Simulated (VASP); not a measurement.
# Al in VASP: relaxation of the atoms with PBE

Aim: the relaxation of the atoms of Al with PBE.

Everything below comes from runs of VASP 6.6.1. Logs are shortened: lines on timing, memory, paths and dates and some standing lists are left out, and cuts for length are marked.

### 1 The cell of the first run

The cell holds a slab with vacuum, 4 atoms: a = 2.857 Å, b = 4.041 Å, c = 20.286 Å, α = 90.00°, β = 90.00°, γ = 90.00°.

### 2 Relaxation of the atoms, PBE

Input file INCAR:

```
SYSTEM = Al
  ALGO = Normal
  DIPOL = 0.5 0.5 0.500
  EDIFF = 1E-6
  EDIFFG = -0.01
  ENCUT = 520
  GGA = PE
  IBRION = 2
  IDIPOL = 3
  ISIF = 2
  ISMEAR = -1
  LASPH = .TRUE.
  LCHARG = .FALSE.
  LDIPOL = .TRUE.
  LREAL = .FALSE.
  LWAVE = .FALSE.
  NELM = 60
  NSW = 32
  PREC = Accurate
  SIGMA = 0.08
```

Input file KPOINTS:

```
k-points
0
G
  13 9 1
  0 0 0
```

Input file POSCAR:

```
Al
1.0
    2.8574853682      0.0000000000      0.0000000000
    0.0000000000      4.0410945620      0.0000000000
    0.0000000000      0.0000000000     20.2862000000
Al
4
Direct
    0.2500000000      0.2500000000      0.3959936579
    0.7500000000      0.7500000000      0.4622825559
    0.2500000000      0.2500000000      0.5377174427
    0.7500000000      0.7500000000      0.6040063431
```

Potentials or basis: VASP PAW PBE potentials, release 64 (Al).

Started as:

```console
$ cat potpaw_PBE.64/Al/POTCAR > POTCAR
$ mpirun -np 1 vasp_std > vasp.out
```

OUTCAR:

```text
SYSTEM = Al
   EDIFF = 1E-6
   EDIFFG = -0.01
   ENCUT = 520
   GGA = PE
   IBRION = 2
   ISIF = 2
   ISMEAR = -1
   LASPH = .TRUE.
   LREAL = .FALSE.
   NELM = 60
   NSW = 32
   PREC = Accurate

 ion  position               nearest neighbor table
   1  0.250  0.250  0.396-   2 2.82   2 2.82   2 2.82   2 2.82   3 2.88
   2  0.750  0.750  0.462-   1 2.82   1 2.82   1 2.82   1 2.82   4 2.88   3 2.91   3 2.91   3 2.91
                             3 2.91
   3  0.250  0.250  0.538-   4 2.82   4 2.82   4 2.82   4 2.82   1 2.88   2 2.91   2 2.91   2 2.91
                             2 2.91
   4  0.750  0.750  0.604-   3 2.82   3 2.82   3 2.82   3 2.82   2 2.88

  LATTYP: Found a simple orthorhombic cell.
 ALAT       =     2.8574853682
 B/A-ratio  =     1.4142135624
 C/A-ratio  =     7.0993189417

  Lattice vectors:

 A1 = (   2.8574853682,   0.0000000000,   0.0000000000)
 A2 = (   0.0000000000,   4.0410945620,   0.0000000000)
 A3 = (   0.0000000000,   0.0000000000,  20.2862000000)

Analysis of symmetry for initial positions (statically):
=====================================================================
 Subroutine PRICEL returns:
 Original cell was already a primitive cell.

 Routine SETGRP: Setting up the symmetry group for a
 simple orthorhombic supercell.

 Subroutine GETGRP returns: Found  8 space group operations
 (whereof  2 operations were pure point group operations)
 out of a pool of  8 trial point group operations.

The static configuration has the point symmetry S_2 .
 The point group associated with its full space group is D_2h.

Analysis of symmetry for dynamics (positions and initial velocities):
=====================================================================
 Subroutine PRICEL returns:
 Original cell was already a primitive cell.

 Routine SETGRP: Setting up the symmetry group for a
 simple orthorhombic supercell.

 Subroutine GETGRP returns: Found  8 space group operations
 (whereof  2 operations were pure point group operations)
 out of a pool of  8 trial point group operations.

The dynamic configuration has the point symmetry S_2 .
 The point group associated with its full space group is D_2h.

 Subroutine INISYM returns: Found  8 space group operations
 (whereof  2 operations are pure point group operations),
 and found     1 'primitive' translations

----------------------------------------------------------------------------------------

                                     Primitive cell

  volume of cell :     234.2522

[... 112 lines left out ...]
     AMIX_MAG =   1.60;   BMIX_MAG =  1.00
  volume/ion in A,a.u.               =      58.56       395.20
  Fermi-wavevector in a.u.,A,eV,Ry     =   0.608005  1.148963  5.029671  0.369670
  Thomas-Fermi vector in A             =   1.662676
   LORBIT       =      0    0 simple, 1 ext, 2 COOP (PROOUT), +10 PAW based schemes
   GGA     = PE    functional components
   LHFCALC =     F    Hartree Fock is set to
   AEXX    =    0.0000 exact exchange contribution
   IVDW    =     0    specifies the selected vdW correction
   LEPSILON=     F    determine dielectric tensor
   LRPA    =     F    only Hartree local field effects (RPA)
 conjugate gradient relaxation of ions
 non-spin polarized calculation
  energy-cutoff  :      520.00
  volume of cell :      234.25
 maximum number of plane-waves:      6352
 NGX is ok and might be reduce to    24
   NGX = 11   NGY = 15   NGZ = 75

 dipolmoment           0.000000      0.000000     -0.000000 electrons x Angstroem

 number of electron      12.0000000 magnetization

 dipolmoment           0.000000      0.000000      0.000000 electrons x Angstroem

 Free energy of the ion-electron system (eV)
  ---------------------------------------------------
  ext. energy  EPLUGINS =         0.00000000
  ---------------------------------------------------
  free energy    TOTEN  =       -13.69208646 eV

  energy without entropy =      -13.66485106  energy(sigma->0) =      -13.67846876

 E-fermi :  -0.6816     XC(G=0):  -3.8925

 val. band max:       -0.6913829138   @ k =   0.4615   0.4444   0.0000
 cond. band min:      -0.5944811890   @ k =   0.3077   0.4444   0.0000
 fundamental gap:      0.0969017248
 Fermi energy:        -0.6816456138

 k-point     1 :       0.0000    0.0000    0.0000
  band No.  band energies     occupation
      1     -10.8615      2.00000
      2      -8.4810      2.00000
      3      -5.1056      2.00000
      4      -2.7220      2.00000
      5      -2.0417      2.00000
      6      -1.1698      1.99553
      7      -0.5045      0.19705
      8       0.6790      0.00000
      9       1.6685      0.00000
     10       3.0929      0.00000
[... 287 lines left out ...]
 k-point    24 :       0.1538    0.3333    0.0000
  band No.  band energies     occupation
      1      -9.4436      2.00000
      2      -7.1700      2.00000
      3      -6.3988      2.00000
      4      -4.4892      2.00000
      5      -3.3220      2.00000
      6      -1.4780      1.99990
      7       0.5236      0.00000
      8       1.8672      0.00000
      9       2.4777      0.00000
     10       3.4600      0.00000

 [... further k-points ...]

------------------------ aborting loop because EDIFF is reached ----------------------------------------

 vacuum level on the upper side and lower side of the slab       (xc-potential included)        -0.088        -0.088

  FORCE on cell =-STRESS in cart. coord.  units (eV):
  Direction    XX          YY          ZZ          XY          YZ          ZX
  --------------------------------------------------------------------------------------
  -------------------------------------------------------------------------------------
  Total       -3.4381973     -0.8135879     -0.0131355      0.0000000      0.0000000      0.0000000
  in kB      -23.5156856     -5.5645663     -0.0898409      0.0000000      0.0000000      0.0000000
  external PRESSURE =      -9.7233643 kB  Pullay stress =       0.0000000 kB

 VOLUME and BASIS-vectors are now :
 -----------------------------------------------------------------------------
  energy-cutoff  :      520.00
  volume of cell :      234.25
      direct lattice vectors                 reciprocal lattice vectors
     2.857485368  0.000000000  0.000000000     0.349958047  0.000000000  0.000000000
     0.000000000  4.041094562  0.000000000     0.000000000  0.247457708  0.000000000
     0.000000000  0.000000000 20.286200000     0.000000000  0.000000000  0.049294594

 POSITION                                       TOTAL-FORCE (eV/Angst)
 -----------------------------------------------------------------------------------
      0.71437      1.01027      8.03321         0.000000     -0.000000      0.002703
      2.14311      3.03082      9.37796         0.000000      0.000000     -0.000682
      0.71437      1.01027     10.90824        -0.000000     -0.000000      0.000682
      2.14311      3.03082     12.25299         0.000000     -0.000000     -0.002703
 -----------------------------------------------------------------------------------
    total drift:                               -0.000000      0.000000      0.000003

  FREE ENERGIE OF THE ION-ELECTRON SYSTEM (eV)
  ---------------------------------------------------
  free  energy   TOTEN  =       -13.6920864643 eV

  energy  without entropy=      -13.6648510637  energy(sigma->0) =      -13.67846876

 reached required accuracy - stopping structural energy minimisation

 vacuum level on the upper side and lower side of the slab         3.443         3.443
```

It took 2 min on 1 thread of Intel Xeon Platinum 8488C (Sapphire Rapids), shared host; peak memory 0.34 GiB.

Results:

```
Free energy            : -13.6921 eV
Band gap on the k mesh : zero (bands 6 and 7 overlap by 1.25 eV)
```

Forces in eV/Å, atoms in the order of the input:
```
Al   0.000  0.000  0.003
Al   0.000  0.000 -0.001
Al   0.000  0.000  0.001
Al   0.000  0.000 -0.003
```

Final structure:
```cif
data_structure
_symmetry_space_group_name_H-M 'P 1'
_symmetry_Int_Tables_number 1
_cell_length_a 2.8575
_cell_length_b 4.0411
_cell_length_c 20.2862
_cell_angle_alpha 90.000
_cell_angle_beta 90.000
_cell_angle_gamma 90.000
_cell_volume 234.25
loop_
_atom_site_label
_atom_site_type_symbol
_atom_site_fract_x
_atom_site_fract_y
_atom_site_fract_z
_atom_site_occupancy
Al1 Al 0.25000 0.25000 0.39599 1
Al2 Al 0.75000 0.75000 0.46228 1
Al3 Al 0.25000 0.25000 0.53772 1
Al4 Al 0.75000 0.75000 0.60401 1
```

Levels at points of the mesh, in eV from the Fermi level:
```tsv
k point	band 4	band 5	band 6	band 7	band 8	band 9
(0.00, 0.00, 0.00)	-2.04	-1.36	-0.49	0.18	1.36	2.35
```

Caveat: the relaxation stopped at its first step, so nothing moved.

The gap in the log of VASP goes by the Fermi energy; the results here count the filled bands.